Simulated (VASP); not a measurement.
# GaN: relaxation of the atoms with r2SCAN

The system is GaN.

```
CELL_PARAMETERS angstrom
3.18328 0.00000 0.00000
-1.59164 2.75680 0.00000
0.00000 0.00000 5.18388
ATOMIC_POSITIONS crystal
Ga 0.33333 0.66667 0.99911
Ga 0.66667 0.33333 0.49911
N 0.33333 0.66667 0.37589
N 0.66667 0.33333 0.87589
```

| Property | Result |
| --- | --- |
| Program | VASP 6.6.1 |
| Task | relaxation of the atoms |
| Functional | r2SCAN |
| Potentials or basis | VASP PAW PBE potentials, release 64 (Ga_d, N) |
| Cutoff | 520 eV |
| k mesh | 12 × 12 × 6 |
| Occupations | fermi-dirac, width 0.02 eV |
| Spin | no spin polarisation |
| Dipole correction | no |
| Further INCAR settings | ALGO = Normal; EDIFF = 1e-06; IBRION = 2; EDIFFG = -0.01; NSW = 50 |

```
Pressure after relaxing      : 1.1 GPa
Largest force after relaxing : 0.005 eV/Å
Band gap on the k mesh       : 2.34 eV
```

Forces on the atoms (eV/Å):
```
Ga   0.000  0.000  0.005
Ga   0.000  0.000  0.005
N    0.000  0.000 -0.005
N    0.000  0.000 -0.005
```

Stress tensor (GPa, compression positive):
```
1.11 0.00 0.00
0.00 1.11 0.00
0.00 0.00 0.98
```

Final structure:
```
Ga N
1.0
     3.18328    0.00000    0.00000
    -1.59164    2.75680    0.00000
     0.00000    0.00000    5.18388
Ga N
2 2
Cartesian
  0.0000 1.8379 5.1793
  1.5916 0.9189 2.5873
  0.0000 1.8379 1.9486
  1.5916 0.9189 4.5405
```

Levels at points of the mesh, in eV from the valence-band top:
| k point | band 14 | band 15 | band 16 | band 17 | band 18 | band 19 | band 20 | band 21 | band 22 |
| --- | --- | --- | --- | --- | --- | --- | --- | --- | --- |
| (0.00, 0.00, 0.00) | -1.07 | -1.07 | -0.04 | 0.00 | 0.00 | 2.34 | 4.81 | 9.96 | 10.59 |
| (0.50, 0.00, 0.00) | -5.39 | -4.30 | -2.84 | -2.24 | -1.03 | 5.58 | 6.12 | 6.55 | 9.35 |
| (0.00, 0.00, 0.50) | -3.93 | -0.55 | -0.55 | -0.55 | -0.55 | 4.77 | 4.77 | 9.18 | 9.18 |
| (0.50, 0.00, 0.50) | -6.72 | -2.01 | -2.01 | -1.95 | -1.95 | 4.89 | 4.89 | 8.42 | 8.42 |

Wall time 4.8 min on 1 thread of Oxide Virtual Turin-like Processor, on a shared host, peak memory 0.18 GiB.

Caveat: the relaxation stopped at its first step, so nothing moved; the PAW data sets were made with another functional, which shifts forces and pressure a little. r2SCAN opens gaps a little over a GGA but as a rule still falls short of measured ones.
